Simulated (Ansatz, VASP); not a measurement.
## TiMoSe4: VASP beside Ansatz

Contents of INCAR:

```
SYSTEM = TiMoSe4
PREC     = Accurate       ! precision mode
ENCUT    = 600            ! plane-wave cutoff, eV
EDIFF    = 1E-7           ! SCF threshold, eV
ISMEAR   = 0              ! smearing method
SIGMA    = 0.15           ! smearing width, eV
LREAL    = .False.        ! projectors in reciprocal space
LASPH    = .True.         ! aspherical terms in the spheres
NELM     = 150            ! most SCF steps
ALGO     = Normal         ! electronic algorithm
ISIF     = 3              ! what is computed and relaxed
LWAVE    = .False.        ! write WAVECAR
LCHARG   = .False.        ! write CHGCAR
ISPIN    = 2              ! spin polarisation
MAGMOM   = 1 1 0 0 0 0    ! initial moments
LORBIT   = 11             ! projections on sites
LMAXMIX  = 4              ! l up to which the mixer works
GGA      = PE             ! functional
IBRION   = 2              ! ionic algorithm
NSW      = 36             ! ionic steps
EDIFFG   = -0.08          ! ionic threshold
```

The input KPOINTS:

```
Automatic mesh
0
Gamma
  4 4 1
  0 0 0
```

The input POSCAR:

```
TiMoSe4
1.0
    3.3883432300      0.0000000000      0.0000000000
   -1.6941716200      2.9343913100      0.0000000000
    0.0000000000      0.0000000000     13.5189274600
Ti Mo Se
1 1 4
Direct
    0.6666666700      0.3333333300      0.5000000000
    0.6666666700      0.3333333300      0.0000000000
    0.3333333300      0.6666666700      0.6259580300
    0.0000000000      0.0000000000      0.8781179800
    0.0000000000      0.0000000000      0.1218820200
    0.3333333300      0.6666666700      0.3740419700
```

Input for Ansatz:

```yaml
crystal:
  lattice:
    - [3.38834323, 0.0, 0.0]
    - [-1.69417162, 2.93439131, 0.0]
    - [0.0, 0.0, 13.51892746]
  atoms:
    - { symbol: Ti, position: [0.66666667, 0.33333333, 0.5], spin: 1.0 }
    - { symbol: Mo, position: [0.66666667, 0.33333333, 0.0], spin: 1.0 }
    - { symbol: Se, position: [0.33333333, 0.66666667, 0.62595803] }
    - { symbol: Se, position: [0.0, 0.0, 0.87811798] }
    - { symbol: Se, position: [0.0, 0.0, 0.12188202] }
    - { symbol: Se, position: [0.33333333, 0.66666667, 0.37404197] }
basis:
  ecutwfc: 420
kpoints:
  mp_grid: { grid: [4, 4, 1] }
hamiltonian:
  xc: pbe
scf:
  occupations: { method: gaussian, width: 0.15 }
  lower_state_search: "off"
output:
  forces: true
  stress: true
  eigenvalues: true
  populations: true
magnetization:
  spin_polarized: true
relax:
  adjacent_minimum: "off"
  f_tol: 0.08
  max_steps: 16
  cell: { stress_tol: 0.8 }
```

Change from the starting cell: species swapped into the TaWSe4 type (P-6m2, No. 187).

Alike in both runs: task relaxation of cell and atoms; functional PBE; k mesh 4 × 4 × 1; occupations gaussian, width 0.15 eV; collinear spin.

|  | VASP | Ansatz |
| --- | --- | --- |
| version | VASP 6.6.1 | Ansatz 0.2.0 |
| potentials or method | VASP PAW PBE potentials, release 64 (Ti_sv, Mo_sv, Se), cutoff 600 eV | scalar-relativistic, plane waves, PAW |
| valence electrons in the cell | 50 | 90 |

|  | VASP | Ansatz | Ansatz less VASP |
| --- | --- | --- | --- |
| gap on the k mesh at the Fermi level, each at its own relaxed structure (eV) | 0.28 | 0.27 | -0.009 |
| net moment per atom (μB) | 0.00 | 0.00 | 0.000 |
| relaxed volume (Å³/atom) | 25.44 | 24.12 | -1.319 |
| relaxed cell length with the largest relative difference (Å) | 15.147 | 14.362 | -0.7851 |

One of these differences is far larger than is usual between the two programs; its cause wasn't traced. VASP's potentials hold 50 valence electrons a cell and Ansatz's 90, so a difference there can come from the potentials and not from the codes. Ansatz's warnings: seeded moment not kept.

The k mesh is coarse, so the values compare programs but aren't converged.
